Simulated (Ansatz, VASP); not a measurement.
WC: VASP beside Ansatz

```
W C
1.0
     2.90050    0.00000    0.00000
    -1.45025    2.51191    0.00000
     0.00000    0.00000    2.82900
W C
1 1
Direct
  0.08652 0.06334 0.92047
  0.66667 0.33333 0.50000
```

Alike in both runs: task single point; functional PBE; k mesh 18 × 18 × 16; occupations gaussian, width 0.15 eV; no spin polarisation.

```csv
,VASP,Ansatz
version,VASP 6.6.1,Ansatz 0.2.0
potentials or method,"VASP PAW PBE potentials, release 64 (W_sv, C), cutoff 520 eV","scalar-relativistic, plane waves, PAW"
valence electrons in the cell,18,18
```

```tsv
	VASP	Ansatz	Ansatz less VASP
gap on the k mesh at the Fermi level (eV)	none	none	-
rms of the force components (eV/Å)	3.643	3.613	-0.0293
```

Atom by atom the forces differ by 0.030 eV/Å (rms over components). A gap of «none» marks a metal or a gap that the smearing closes. The functional is the same, so the differences come from potentials, cutoffs and numerics.

Spin-orbit coupling is off throughout.
